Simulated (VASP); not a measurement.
# Zn (I4_1/amd) in VASP: further runs

Zn is run at these levels: LDA; tasks: single point.

Everything below comes from runs of VASP 6.6.1. Logs are shortened: lines on timing, memory, paths and dates and some standing lists are left out, and cuts for length are marked.

## (1) The cell of the first run

It takes space group I4_1/amd (No. 141, tetragonal). The conventional cell has a = 4.342 Å, b = 4.342 Å, c = 2.206 Å, α = 90.00°, β = 90.00°, γ = 90.00°. Zn (site symmetry -4m2) has 10 Zn at 2.21 to 2.73 Å within 2.9 Å.

## (2) Single point, LDA

Contents of INCAR:

```
PREC = Accurate
ENCUT = 520
EDIFF = 1E-6
ISMEAR = -1
SIGMA = 0.08
LREAL = False
LASPH = True
NELM = 100
ALGO = Normal
ISIF = 2
LWAVE = False
LCHARG = True
LELF = True
LVHAR = True
NBANDS = 19
```

Contents of KPOINTS:

```
regular mesh
0
Gamma
  19 19 19
```

Contents of POSCAR:

```
Zn
1.0
   -2.1708575078      2.1708575078      1.1031082233
    2.1708575078     -2.1708575078      1.1031082233
    2.1708575078      2.1708575078     -1.1031082233
Zn
2
Direct
   -0.3750000000     -0.1250000000     -0.2500000000
    0.3750000000      0.1250000000      0.2500000000
```

Potentials or basis: VASP PAW LDA potentials, release 64 (Zn).

The run is started by

```sh
cat potpaw_LDA.64/Zn/POTCAR > POTCAR
mpirun -np 1 vasp_std > vasp.out
```

OUTCAR:

```text
PREC = Accurate
   ENCUT = 520
   EDIFF = 1E-6
   ISMEAR = -1
   LREAL = False
   LASPH = True
   NELM = 100
   ISIF = 2

 ion  position               nearest neighbor table
   1  0.625  0.875  0.750-   2 2.24   2 2.24   2 2.24   2 2.24   2 2.73   2 2.73   2 2.73   2 2.73

   2  0.375  0.125  0.250-   1 2.24   1 2.24   1 2.24   1 2.24   1 2.73   1 2.73   1 2.73   1 2.73

  LATTYP: Found a body centered tetragonal cell.
 ALAT       =     4.3417150156
 C/A-ratio  =     0.5081440027

  Lattice vectors:

 A1 = (  -2.1708575078,   2.1708575078,   1.1031082233)
 A2 = (   2.1708575078,  -2.1708575078,   1.1031082233)
 A3 = (   2.1708575078,   2.1708575078,  -1.1031082233)

Analysis of symmetry for initial positions (statically):
=====================================================================
 Subroutine PRICEL returns:
 Original cell was already a primitive cell.

 Routine SETGRP: Setting up the symmetry group for a
 body centered tetragonal supercell.

 Subroutine GETGRP returns: Found 16 space group operations
 (whereof  4 operations were pure point group operations)
 out of a pool of 16 trial point group operations.

The static configuration has the point symmetry C_2h.
 The point group associated with its full space group is D_4h.

Analysis of symmetry for dynamics (positions and initial velocities):
=====================================================================
 Subroutine PRICEL returns:
 Original cell was already a primitive cell.

 Routine SETGRP: Setting up the symmetry group for a
 body centered tetragonal supercell.

 Subroutine GETGRP returns: Found 16 space group operations
 (whereof  4 operations were pure point group operations)
 out of a pool of 16 trial point group operations.

The dynamic configuration has the point symmetry C_2h.
 The point group associated with its full space group is D_4h.

 Subroutine INISYM returns: Found 16 space group operations
 (whereof  4 operations are pure point group operations),
 and found     1 'primitive' translations

----------------------------------------------------------------------------------------

                                     Primitive cell

  volume of cell :      20.7941

  direct lattice vectors                    reciprocal lattice vectors
[... 76 lines left out ...]
   NGXF,Y,Z  is equivalent  to a cutoff of  24.46, 24.46, 24.46 a.u.
 SYSTEM =  unknown system
   PREC   = accura    normal or accurate (medium, high low for compatibility)
   ISTART =      0    job   : 0-new  1-cont  2-samecut
   ICHARG =      2    charge: 1-file 2-atom 10-const
   ISPIN  =      1    spin polarized calculation?
   LNONCOLLINEAR =      F non collinear calculations
   LSORBIT =      F    spin-orbit coupling
   LASPH  =      T    aspherical Exc in radial PAW
   ENCUT  =  520.0 eV  38.22 Ry    6.18 a.u.   6.07  6.07  6.07*2*pi/ulx,y,z
   NELM   =    100;   NELMIN=  2; NELMDL= -5     # of ELM steps
   EDIFF  = 0.1E-05   stopping-criterion for ELM
   LREAL  =      F    real-space projection
   EDIFFG = 0.1E-04   stopping-criterion for IOM
   NSW    =      0    number of steps for IOM
   IBRION =     -1    ionic relax: 0-MD 1-quasi-New 2-CG
   NFREE  =      0    steps in history (QN), initial steepest desc. (CG)
   ISIF   =      2    stress and relaxation
   ISYM   =      2    0-nonsym 1-usesym 2-fastsym
   POTIM  = 0.5000    time-step for ionic-motion
   TEBEG  =    0.0;   TEEND  =   0.0 temperature during run
   PSTRESS=    0.0 pullay stress
   NELECT =      24.0000    total number of electrons
   NUPDOWN=      -1.0000    fix difference up-down
   EMIN   =  10.00;   EMAX   =-10.00  energy-range for DOS
   EFERMI =   0.00;   METHOD = LEGACY
   ISMEAR =    -1;   SIGMA  =   0.08  broadening in eV -4-tet -1-fermi 0-gaus
   EFERMI_NEDOS =   21; number of points for ismear=-14 and -15
   IALGO  =     38    algorithm
   IMIX   =      4    mixing-type and parameters
     AMIX     =   0.40;   BMIX     =  1.00
     AMIX_MAG =   1.60;   BMIX_MAG =  1.00
  volume/ion in A,a.u.               =      10.40        70.16
  Fermi-wavevector in a.u.,A,eV,Ry     =   1.717243  3.245118 40.122523  2.948922
  Thomas-Fermi vector in A             =   2.794279
   LORBIT       =      0    0 simple, 1 ext, 2 COOP (PROOUT), +10 PAW based schemes
   GGA     = CA    functional components
   LHFCALC =     F    Hartree Fock is set to
   AEXX    =    0.0000 exact exchange contribution
   IVDW    =     0    specifies the selected vdW correction
   LEPSILON=     F    determine dielectric tensor
   LRPA    =     F    only Hartree local field effects (RPA)
 non-spin polarized calculation
  energy-cutoff  :      520.00
  volume of cell :       20.79
 maximum number of plane-waves:       574
   NGX = 13   NGY = 13   NGZ = 13

 number of electron      23.9999991 magnetization

 Free energy of the ion-electron system (eV)
  ---------------------------------------------------
  ext. energy  EPLUGINS =         0.00000000
  ---------------------------------------------------
  free energy    TOTEN  =        -1.59007165 eV

  energy without entropy =       -1.57990831  energy(sigma->0) =       -1.58498998

 E-fermi :   6.4342     XC(G=0): -14.0227

 val. band max:        6.4205386623   @ k =  -0.3684  -0.3684   0.2632
 cond. band min:       6.4345342651   @ k =  -0.1053  -0.4737   0.0526
 fundamental gap:      0.0139956028
 Fermi energy:         6.4342267324

 k-point     1 :       0.0000    0.0000    0.0000
  band No.  band energies     occupation
      1      -7.6503      2.00000
      2      -4.5579      2.00000
      3      -4.2044      2.00000
      4      -4.1329      2.00000
      5      -3.8765      2.00000
      6      -2.0220      2.00000
[... 505 lines left out ...]
      6      -2.8555      2.00000
[... 11 lines left out ...]
     18      21.8568      0.00000
     19      23.4128      0.00000

 [... further k-points ...]
[... 5 lines left out ...]
  --------------------------------------------------------------------------------------
  -------------------------------------------------------------------------------------
  Total       10.3909774     10.3909774     10.4731408      0.0000000      0.0000000      0.0000000
  in kB      800.6196253    800.6196253    806.9502755      0.0000000      0.0000000      0.0000000
  external PRESSURE =     802.7298420 kB  Pullay stress =       0.0000000 kB

 VOLUME and BASIS-vectors are now :
 -----------------------------------------------------------------------------
  energy-cutoff  :      520.00
  volume of cell :       20.79
      direct lattice vectors                 reciprocal lattice vectors
    -2.170857508  2.170857508  1.103108223     0.000000000  0.230323731  0.453264684
     2.170857508 -2.170857508  1.103108223     0.230323731  0.000000000  0.453264684
     2.170857508  2.170857508 -1.103108223     0.230323731  0.230323731  0.000000000

 POSITION                                       TOTAL-FORCE (eV/Angst)
 -----------------------------------------------------------------------------------
      2.17086      1.08543      0.82733        -0.000000      0.000000      0.000000
      0.00000      1.08543      0.27578         0.000000     -0.000000     -0.000000
 -----------------------------------------------------------------------------------
    total drift:                               -0.000000      0.000000      0.000000

  FREE ENERGIE OF THE ION-ELECTRON SYSTEM (eV)
  ---------------------------------------------------
  free  energy   TOTEN  =        -1.5900716549 eV

  energy  without entropy=       -1.5799083077  energy(sigma->0) =       -1.58498998
```

OSZICAR:

```text
N       E                     dE             d eps       ncg     rms          rms(c)
DAV:   1     0.108529344904E+03    0.10853E+03   -0.12245E+04 22799   0.222E+03
DAV:   2     0.280214931922E+01   -0.10573E+03   -0.10218E+03 21001   0.307E+02
DAV:   3    -0.209269892367E+01   -0.48948E+01   -0.48733E+01 23042   0.711E+01
DAV:   4    -0.211573819539E+01   -0.23039E-01   -0.23034E-01 22683   0.495E+00
DAV:   5    -0.211575915295E+01   -0.20958E-04   -0.20958E-04 22815   0.137E-01    0.110E+01
DAV:   6    -0.166856737106E+01    0.44719E+00   -0.10943E+00 23340   0.261E+01    0.677E+00
DAV:   7    -0.160791147035E+01    0.60656E-01   -0.50808E-02 24147   0.388E+00    0.298E+00
DAV:   8    -0.159009716551E+01    0.17814E-01   -0.34421E-03 28689   0.118E+00    0.676E-02
DAV:   9    -0.159006926494E+01    0.27901E-04   -0.32268E-04 26013   0.206E-01    0.290E-02
DAV:  10    -0.159007194311E+01   -0.26782E-05   -0.25404E-05 22792   0.506E-02    0.535E-03
DAV:  11    -0.159007165485E+01    0.28825E-06   -0.69256E-07 15289   0.117E-02
   1 F= -.15900717E+01 E0= -.15849900E+01  d E =-.101633E-01
```

stdout:

```text
POSCAR found type information on POSCAR Zn
 POSCAR found :  1 types and       2 ions
 scaLAPACK will be used
 LDA part: xc-table for (Slater(with rela. corr.)+CA(PZ))
 , standard interpolation
 POSCAR, INCAR and KPOINTS ok, starting setup
 FFT: planning ... GRIDC
 FFT: planning ... GRID_SOFT
 FFT: planning ... GRID
 WAVECAR not read
 entering main loop
```

It took 56 s on 1 thread of Intel Xeon 6975P-C (Granite Rapids), shared host; peak memory 0.27 GiB.

What came out:

```
Free energy            : -1.5901 eV
Pressure               : 80.3 GPa
Band gap on the k mesh : zero (band 12 reaches 11.73 eV, above the bottom of band 13 at 3.87 eV)
```

## (3) Single point, LDA

Contents of INCAR:

```
SYSTEM = Zn
PREC     = Accurate       ! precision mode
ENCUT    = 520            ! plane-wave cutoff, eV
EDIFF    = 1E-7           ! SCF threshold, eV
ISMEAR   = -1             ! smearing method
SIGMA    = 0.08           ! smearing width, eV
LREAL    = .False.        ! projectors in reciprocal space
LASPH    = .True.         ! aspherical terms in the spheres
NELM     = 100            ! most SCF steps
ALGO     = Normal         ! electronic algorithm
ISIF     = 2              ! what is computed and relaxed
LWAVE    = .False.        ! write WAVECAR
LCHARG   = .False.        ! write CHGCAR
GGA      = CA             ! functional
NBANDS   = 19             ! bands
```

Contents of KPOINTS:

```
regular mesh
0
Gamma
  19 19 19
  0 0 0
```

Contents of POSCAR:

```
Zn
1.0
   -2.1708852055      2.1708852055      1.1032566526
    2.1708852055     -2.1708852055      1.1032566526
    2.1708852055      2.1708852055     -1.1032566526
Zn
2
Direct
   -0.3750000000     -0.1250000000     -0.2500000000
    0.3750000000      0.1250000000      0.2500000000
```

Potentials or basis: VASP PAW LDA potentials, release 64 (Zn).

The run is started by

```sh
cat potpaw_LDA.64/Zn/POTCAR > POTCAR
mpirun -np 1 vasp_std > vasp.out
```

Wall time 57 s (1 thread of Intel Xeon 6975P-C (Granite Rapids), shared host); peak memory 0.27 GiB.

It converged, with:

```yaml
Free_energy: -1.5917 eV
Pressure: 80.4 GPa
Band_gap_on_the_k_mesh: zero (band 12 reaches 11.73 eV, above the bottom of band 13 at 3.87 eV)
```

Stress tensor (GPa, compression positive):
```
80.16  0.00  0.00
 0.00 80.16  0.00
 0.00  0.00 80.74
```

Levels at points of the mesh, in eV from the Fermi level:
| k point | band 8 | band 9 | band 10 | band 11 | band 12 | band 13 | band 14 | band 15 | band 16 | band 17 |
| --- | --- | --- | --- | --- | --- | --- | --- | --- | --- | --- |
| (0.00, 0.00, 0.00) | -8.43 | -8.43 | -8.07 | -7.62 | 0.90 | 0.90 | 6.76 | 7.31 | 17.38 | 17.38 |
